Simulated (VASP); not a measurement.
Input of a VASP 6.6.1 run:

INCAR

```
SYSTEM = SnO2
ALGO     = Normal         ! electronic algorithm
EDIFF    = 1E-7           ! SCF threshold, eV
ENCUT    = 520            ! plane-wave cutoff, eV
GGA      = PE             ! functional
ISIF     = 2              ! what is computed and relaxed
ISMEAR   = 0              ! smearing method
LASPH    = .TRUE.         ! aspherical terms in the spheres
LCHARG   = .FALSE.        ! write CHGCAR
LREAL    = .FALSE.        ! projectors in reciprocal space
LWAVE    = .FALSE.        ! write WAVECAR
NBANDS   = 35             ! bands
NELM     = 80             ! most SCF steps
PREC     = Accurate       ! precision mode
SIGMA    = 0.02           ! smearing width, eV
```

The input KPOINTS:

```
k-points
0
G
  6 6 8
  0 0 0
```

POSCAR

```
SnO2
1.0
    4.8277932898      0.0000000000      0.0000000000
    0.0000000000      4.8278069739      0.0000000000
    0.0000000000      0.0000000000      3.2379014683
Sn O
2 4
Direct
    0.5000000000      0.5000000000      0.5000000000
    0.0000000000      0.0000000000      0.0000000000
    0.3065724414      0.3066303347      0.0000000000
    0.8065724414      0.1933696653      0.5000000000
    0.1934275586      0.8066303347      0.5000000000
    0.6934275586      0.6933696653      0.0000000000
```

Potentials or basis: VASP PAW PBE potentials, release 64 (Sn_d, O).

Command:

```console
$ cat potpaw_PBE.64/Sn_d/POTCAR potpaw_PBE.64/O/POTCAR > POTCAR
$ mpirun -np 1 vasp_std > vasp.out
```

Predict the largest force.

0.020 eV/Å.

Estimate the pressure.

0.6 GPa.

Predict the band gap on the k mesh.

0.67 eV.

Stress tensor (GPa, compression positive):
```
0.49 0.00 0.00
0.00 0.49 0.00
0.00 0.00 0.81
```

Caveat: semilocal functionals underestimate gaps, and a narrow one can read as zero; spin-orbit coupling is left out, which moves the levels of the heavy elements.
